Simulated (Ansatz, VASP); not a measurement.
## YGaS in VASP and in Ansatz

```
CELL_PARAMETERS angstrom
4.33070 0.00000 0.00000
0.00000 4.33070 0.00000
0.00000 0.00000 6.12453
ATOMIC_POSITIONS crystal
Y 0.50000 0.50000 0.25000
Y 0.50000 0.50000 0.75000
Ga 0.00000 0.00000 0.75000
Ga 0.00000 0.00000 0.25000
S 0.00000 0.50000 0.00000
S 0.50000 0.00000 0.50000
```

Alike in both runs: task relaxation of cell and atoms; functional PBE; k mesh 4 × 4 × 4; occupations gaussian, width 0.1 eV; no spin polarisation.

|  | VASP | Ansatz |
| --- | --- | --- |
| version | VASP 6.6.1 | Ansatz 0.2.0 |
| potentials or method | VASP PAW PBE potentials, release 64 (Y_sv, Ga_d, S), cutoff 600 eV | scalar-relativistic, plane waves, PAW |
| valence electrons in the cell | 60 | 60 |

|  | VASP | Ansatz | Ansatz less VASP |
| --- | --- | --- | --- |
| gap on the k mesh at the Fermi level, each at its own relaxed structure (eV) | none | none | - |
| relaxed volume (Å³/atom) | 22.66 | 22.66 | -0.003 |
| relaxed length of the cell vector where the two differ most in proportion (Å) | 7.655 | 7.623 | -0.0322 |

A gap of «none» marks a metal or a gap that the smearing closes.

The k mesh is coarse, so the values compare programs but aren't converged. Noted on VASP's run: the volume moved by over 15 % at a fixed basis, so the end points are rough.
